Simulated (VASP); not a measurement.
ZrB2, 3 atoms in the cell. The typed cell holds 3 atoms: a = 3.166 Å, b = 3.124 Å, c = 3.521 Å, α = 89.36°, β = 88.27°, γ = 118.70°.  This cell differs from its parent crystal: equal xy, yz and zx shear strains of +3 %.

| Item | Value |
| --- | --- |
| Program | VASP 6.6.1 |
| Task | single point |
| Functional | LDA |
| Potentials or basis | VASP PAW LDA potentials, release 64 (Zr_sv, B) |
| Cutoff | 520 eV |
| k mesh | 12 × 12 × 9 |
| Occupations | fermi-dirac, width 0.05 eV |
| Spin | no spin polarisation |
| Dipole correction | no |
| Further INCAR settings | ALGO = Normal; EDIFF = 1e-07; NBANDS = 16 |

Potentials or basis: VASP PAW LDA potentials, release 64 (Zr_sv, B).

Launch:

```sh
$ cat potpaw_LDA.64/Zr_sv/POTCAR potpaw_LDA.64/B/POTCAR > POTCAR
$ mpirun -np 1 vasp_std > vasp.out
```

Hardware: 1 thread of AMD EPYC 7R13, on a shared host.

Q: How long does it take, and how much memory?

A: Wall time 5.7 min on 1 thread of AMD EPYC 7R13, on a shared host, peak memory 0.36 GiB. Counts: scf iterations 14, k points 650.
